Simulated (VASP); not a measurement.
# BeCu2SnS4 (I-4) in VASP: notebook

The runs below take BeCu2SnS4 through single point, with PBE.

All numbers are computed with VASP 6.6.1; they aren't measurements. Logs are shortened: lines on timing, memory, paths and dates and some standing lists are left out, and cuts for length are marked.

**1. The cell of the first run**

It takes space group I-4 (No. 82, tetragonal). Conventional cell: a = 5.236 Å, b = 5.236 Å, c = 10.308 Å, α = 90.00°, β = 90.00°, γ = 90.00°. Cu (site symmetry -4) has 4 S at 2.26 Å within 3.0 Å. Cu (site symmetry -4) has 4 S at 2.28 Å within 3.0 Å. Within 2.8 Å of Be (site symmetry -4) lie 4 S at 2.09 Å. Sn (site symmetry -4) has 4 S at 2.41 Å within 3.2 Å. Within 2.8 Å of S (site symmetry 1) lie 1 Be at 2.09 Å and 2 Cu at 2.26 to 2.28 Å and 1 Sn at 2.41 Å.

**2. Single point, PBE (17.66 Å³/atom)**

INCAR

```
  PREC = Accurate
  ENCUT = 520
  EDIFF = 1E-6
  ISMEAR = 0
  SIGMA = 0.01
  LREAL = F
  LASPH = T
  NELM = 80
  ALGO = Normal
  ISIF = 2
  LWAVE = F
  LCHARG = T
  GGA = PE
  LELF = T
  LVHAR = T
  NBANDS = 41
```

KPOINTS

```
regular mesh
0
Gamma
  6 6 6
```

POSCAR

```
BeCu2SnS4
1.0
   -2.6178973262      2.6178973262      5.1542461200
    2.6178973262     -2.6178973262      5.1542461200
    2.6178973262      2.6178973262     -5.1542461200
Cu Be Sn S
2 1 1 4
Direct
    0.0000000000      0.0000000000      0.0000000000
    0.7500000000      0.2500000000      0.5000000000
    0.2500000000      0.7500000000      0.5000000000
    0.5000000000      0.5000000000      0.0000000000
    0.1148369022      0.6403415557      1.0307157947
    0.3596584443      0.3903742390      0.4744953464
    0.6096257610      0.0841211075     -0.0307157947
    0.9158788925      0.8851630978      0.5255046536
```

Potentials or basis: VASP PAW PBE potentials, release 64 (Cu, Be, Sn_d, S).

The run is started by

```
> cat potpaw_PBE.64/Cu/POTCAR potpaw_PBE.64/Be/POTCAR potpaw_PBE.64/Sn_d/POTCAR potpaw_PBE.64/S/POTCAR > POTCAR
> mpirun -np 1 vasp_std > vasp.out
```

OUTCAR:

```text
PREC = Accurate
   ENCUT = 520
   EDIFF = 1E-6
   ISMEAR = 0
   LREAL = F
   LASPH = T
   NELM = 80
   ISIF = 2
   GGA = PE

 ion  position               nearest neighbor table
   1  0.000  0.000  0.000-   8 2.26   7 2.26   5 2.26   6 2.26
   2  0.750  0.250  0.500-   6 2.28   5 2.28   7 2.28   8 2.28
   3  0.250  0.750  0.500-   6 2.09   5 2.09   7 2.09   8 2.09
   4  0.500  0.500  0.000-   8 2.41   7 2.41   5 2.41   6 2.41
   5  0.115  0.640  0.031-   3 2.09   1 2.26   2 2.28   4 2.41
   6  0.360  0.390  0.474-   3 2.09   1 2.26   2 2.28   4 2.41
   7  0.610  0.084  0.969-   3 2.09   1 2.26   2 2.28   4 2.41
   8  0.916  0.885  0.526-   3 2.09   1 2.26   2 2.28   4 2.41

  LATTYP: Found a body centered tetragonal cell.
 ALAT       =     5.2357946524
 C/A-ratio  =     1.9688496063

  Lattice vectors:

 A1 = (  -2.6178973262,   2.6178973262,   5.1542461200)
 A2 = (   2.6178973262,  -2.6178973262,   5.1542461200)
 A3 = (   2.6178973262,   2.6178973262,  -5.1542461200)

Analysis of symmetry for initial positions (statically):
=====================================================================
 Subroutine PRICEL returns:
 Original cell was already a primitive cell.

 Routine SETGRP: Setting up the symmetry group for a
 body centered tetragonal supercell.

 Subroutine GETGRP returns: Found  4 space group operations
 (whereof  4 operations were pure point group operations)
 out of a pool of 16 trial point group operations.

The static configuration has the point symmetry S_4 .

Analysis of symmetry for dynamics (positions and initial velocities):
=====================================================================
 Subroutine PRICEL returns:
 Original cell was already a primitive cell.

 Routine SETGRP: Setting up the symmetry group for a
 body centered tetragonal supercell.

 Subroutine GETGRP returns: Found  4 space group operations
 (whereof  4 operations were pure point group operations)
 out of a pool of 16 trial point group operations.

The dynamic configuration has the point symmetry S_4 .

 Subroutine INISYM returns: Found  4 space group operations
 (whereof  4 operations are pure point group operations),
 and found     1 'primitive' translations

----------------------------------------------------------------------------------------

                                     Primitive cell

  volume of cell :     141.2962

  direct lattice vectors                    reciprocal lattice vectors
    -2.617897326  2.617897326  5.154246120     0.000000000  0.190992976  0.097007397
     2.617897326 -2.617897326  5.154246120     0.190992976  0.000000000  0.097007397
     2.617897326  2.617897326 -5.154246120     0.190992976  0.190992976  0.000000000

  length of vectors
     6.346103205  6.346103205  6.346103205     0.214216600  0.214216600  0.270104856

  position of ions in fractional coordinates (direct lattice)
     0.000000000  0.000000000  0.000000000
     0.750000000  0.250000000  0.500000000
     0.250000000  0.750000000  0.500000000
     0.500000000  0.500000000  0.000000000
     0.114836902  0.640341556  0.030715795
     0.359658444  0.390374239  0.474495346
     0.609625761  0.084121108  0.969284205
     0.915878892  0.885163098  0.525504654

  ion indices of the primitive-cell ions
   primitive index   ion index
                 1           1
                 2           2
                 3           3
                 4           4
                 5           5
                 6           6
                 7           7
                 8           8

----------------------------------------------------------------------------------------

 KPOINTS: regular mesh

Automatic generation of k-mesh.
 Grid dimensions read from file:
 generate k-points for:    6    6    6

 Generating k-lattice:

  Cartesian coordinates                     Fractional coordinates (reciprocal lattice)
     0.000000000  0.031832163  0.016167900     0.166666667  0.000000000 -0.000000000
     0.031832163  0.000000000  0.016167900     0.000000000  0.166666667 -0.000000000
     0.031832163  0.031832163  0.000000000     0.000000000  0.000000000  0.166666667

  Length of vectors
     0.035702767  0.035702767  0.045017476

  Shift w.r.t. Gamma in fractional coordinates (k-lattice)
     0.000000000  0.000000000  0.000000000

 Subroutine IBZKPT returns following result:
 ===========================================

 Found     36 irreducible k-points:

 Following reciprocal coordinates:
            Coordinates               Weight
  0.000000  0.000000  0.000000      1.000000
  0.166667  0.000000 -0.000000      8.000000
  0.333333  0.000000  0.000000      8.000000
  0.500000 -0.000000  0.000000      4.000000
  0.166667  0.166667 -0.000000      8.000000
  0.333333  0.166667  0.000000      8.000000
[... 16 lines left out ...]
  0.333333 -0.333333  0.166667      4.000000
 -0.166667  0.333333  0.166667      8.000000
 [... further k-points ...]
   k-points           NKPTS =     36   k-points in BZ     NKDIM =     36   number of bands    NBANDS=     41
   number of dos      NEDOS =    301   number of ions     NIONS =      8
   total plane-waves  NPLWV = 110592
   dimension x,y,z NGX =    48 NGY =   48 NGZ =   48
   dimension x,y,z NGXF=    96 NGYF=   96 NGZF=   96
   ions per type =               2   1   1   4
   NGX,Y,Z   is equivalent  to a cutoff of  12.57, 12.57, 12.57 a.u.
   NGXF,Y,Z  is equivalent  to a cutoff of  25.15, 25.15, 25.15 a.u.
 SYSTEM =  unknown system
   PREC   = accura    normal or accurate (medium, high low for compatibility)
   ISTART =      0    job   : 0-new  1-cont  2-samecut
   ICHARG =      2    charge: 1-file 2-atom 10-const
   ISPIN  =      1    spin polarized calculation?
   LNONCOLLINEAR =      F non collinear calculations
   LSORBIT =      F    spin-orbit coupling
   LASPH  =      T    aspherical Exc in radial PAW
   ENCUT  =  520.0 eV  38.22 Ry    6.18 a.u.  11.80 11.80 11.80*2*pi/ulx,y,z
   NELM   =     80;   NELMIN=  2; NELMDL= -5     # of ELM steps
   EDIFF  = 0.1E-05   stopping-criterion for ELM
   LREAL  =      F    real-space projection
   EDIFFG = 0.1E-04   stopping-criterion for IOM
   NSW    =      0    number of steps for IOM
   IBRION =     -1    ionic relax: 0-MD 1-quasi-New 2-CG
   NFREE  =      0    steps in history (QN), initial steepest desc. (CG)
   ISIF   =      2    stress and relaxation
   ISYM   =      2    0-nonsym 1-usesym 2-fastsym
   POTIM  = 0.5000    time-step for ionic-motion
   TEBEG  =    0.0;   TEEND  =   0.0 temperature during run
   PSTRESS=    0.0 pullay stress
   NELECT =      62.0000    total number of electrons
   NUPDOWN=      -1.0000    fix difference up-down
   EMIN   =  10.00;   EMAX   =-10.00  energy-range for DOS
   EFERMI =   0.00;   METHOD = LEGACY
   ISMEAR =     0;   SIGMA  =   0.01  broadening in eV -4-tet -1-fermi 0-gaus
   EFERMI_NEDOS =   21; number of points for ismear=-14 and -15
   IALGO  =     38    algorithm
   IMIX   =      4    mixing-type and parameters
     AMIX     =   0.40;   BMIX     =  1.00
     AMIX_MAG =   1.60;   BMIX_MAG =  1.00
  volume/ion in A,a.u.               =      17.66       119.19
  Fermi-wavevector in a.u.,A,eV,Ry     =   1.244024  2.350864 21.056303  1.547595
  Thomas-Fermi vector in A             =   2.378309
   LORBIT       =      0    0 simple, 1 ext, 2 COOP (PROOUT), +10 PAW based schemes
   GGA     = PE    functional components
   LHFCALC =     F    Hartree Fock is set to
   AEXX    =    0.0000 exact exchange contribution
   IVDW    =     0    specifies the selected vdW correction
   LEPSILON=     F    determine dielectric tensor
   LRPA    =     F    only Hartree local field effects (RPA)
 non-spin polarized calculation
 Gauss-broadening in eV      SIGMA  =   0.01
  energy-cutoff  :      520.00
  volume of cell :      141.30
 maximum number of plane-waves:      3830
   NGX = 23   NGY = 23   NGZ = 23

 number of electron      62.0000013 magnetization

 Free energy of the ion-electron system (eV)
  ---------------------------------------------------
  ext. energy  EPLUGINS =         0.00000000
  ---------------------------------------------------
  free energy    TOTEN  =       -35.48285673 eV

  energy without entropy =      -35.48285673  energy(sigma->0) =      -35.48285673

 E-fermi :   6.0510     XC(G=0): -10.1003

 val. band max:        5.9928247450   @ k =   0.0000   0.0000   0.0000
 cond. band min:       6.7517057573   @ k =   0.0000   0.0000   0.0000
 fundamental gap:      0.7588810123
 Fermi energy:         6.0510132851

 k-point     1 :       0.0000    0.0000    0.0000
  band No.  band energies     occupation
      1     -16.2840      2.00000
      2     -16.2754      2.00000
      3     -16.2754      2.00000
      4     -16.1959      2.00000
      5     -16.1741      2.00000
      6      -8.9471      2.00000
[... 33 lines left out ...]
     40      11.6385      0.00000
     41      12.9158      0.00000

 k-point     2 :       0.1667    0.0000   -0.0000
  band No.  band energies     occupation
      1     -16.2842      2.00000
      2     -16.2756      2.00000
      3     -16.2754      2.00000
      4     -16.1957      2.00000
      5     -16.1740      2.00000
      6      -8.8348      2.00000
[... 33 lines left out ...]
     40      11.7358      0.00000
     41      12.5088      0.00000

 k-point     3 :       0.3333    0.0000    0.0000
  band No.  band energies     occupation
      1     -16.2846      2.00000
      2     -16.2760      2.00000
      3     -16.2753      2.00000
      4     -16.1952      2.00000
      5     -16.1737      2.00000
      6      -8.5235      2.00000
[... 875 lines left out ...]
      2     -16.2763      2.00000
      3     -16.2754      2.00000
      4     -16.1947      2.00000
      5     -16.1735      2.00000
      6      -8.1919      2.00000
[... 33 lines left out ...]
     40      12.1340      0.00000
     41      12.4662      0.00000

 k-point    24 :      -0.1667    0.3333    0.1667
  band No.  band energies     occupation
      1     -16.2848      2.00000
      2     -16.2762      2.00000
      3     -16.2752      2.00000
      4     -16.1950      2.00000
      5     -16.1736      2.00000
      6      -8.2372      2.00000
[... 33 lines left out ...]
     40      12.3129      0.00000
     41      12.5296      0.00000

 [... further k-points ...]

------------------------ aborting loop because EDIFF is reached ----------------------------------------

  FORCE on cell =-STRESS in cart. coord.  units (eV):
  Direction    XX          YY          ZZ          XY          YZ          ZX
  --------------------------------------------------------------------------------------
  -------------------------------------------------------------------------------------
  Total        4.8106819      4.8106819      4.7950604     -0.0000002      0.0000000      0.0000000
  in kB       54.5490080     54.5490080     54.3718739     -0.0000022      0.0000000      0.0000000
  external PRESSURE =      54.4899633 kB  Pullay stress =       0.0000000 kB

 VOLUME and BASIS-vectors are now :
 -----------------------------------------------------------------------------
  energy-cutoff  :      520.00
  volume of cell :      141.30
      direct lattice vectors                 reciprocal lattice vectors
    -2.617897326  2.617897326  5.154246120     0.000000000  0.190992976  0.097007397
     2.617897326 -2.617897326  5.154246120     0.190992976  0.000000000  0.097007397
     2.617897326  2.617897326 -5.154246120     0.190992976  0.190992976  0.000000000

 POSITION                                       TOTAL-FORCE (eV/Angst)
 -----------------------------------------------------------------------------------
      0.00000      0.00000      0.00000        -0.000000      0.000000     -0.000000
     -0.00000      2.61790      2.57712        -0.000000      0.000000     -0.000000
      2.61790     -0.00000      2.57712        -0.000000      0.000000     -0.000000
      0.00000      0.00000      5.15425        -0.000000      0.000000     -0.000000
      1.45613     -1.29531      3.73406         0.084799     -0.036982     -0.088049
      1.32259      1.16177      1.42019        -0.036982     -0.084799      0.088049
      1.16177      3.91320     -1.42019        -0.084799      0.036982     -0.088049
      1.29531      1.45613      6.57443         0.036982      0.084799      0.088049
 -----------------------------------------------------------------------------------
    total drift:                               -0.000001     -0.000001     -0.000003

  FREE ENERGIE OF THE ION-ELECTRON SYSTEM (eV)
  ---------------------------------------------------
  free  energy   TOTEN  =       -35.4828567345 eV

  energy  without entropy=      -35.4828567345  energy(sigma->0) =      -35.48285673
```

Run time: 2.6 min. Hardware: 1 thread of Intel Xeon 6975P-C (Granite Rapids), shared host; peak memory 0.44 GiB.

What came out:

* Free energy: -35.4829 eV
* Pressure: 5.4 GPa
* Largest force: 0.128 eV/Å
* Band gap on the k mesh: 0.76 eV

Forces in eV/Å, atoms in the order of the input:
```
Cu   0.000  0.000  0.000
Cu   0.000  0.000  0.000
Be   0.000  0.000  0.000
Sn   0.000  0.000  0.000
S    0.085 -0.037 -0.088
S   -0.037 -0.085  0.088
S   -0.085  0.037 -0.088
S    0.037  0.085  0.088
```

Caveat: the cell stands under pressure; spin-orbit coupling is left out, which moves the levels of the heavy elements.

(Continued in part 2 of 2.)
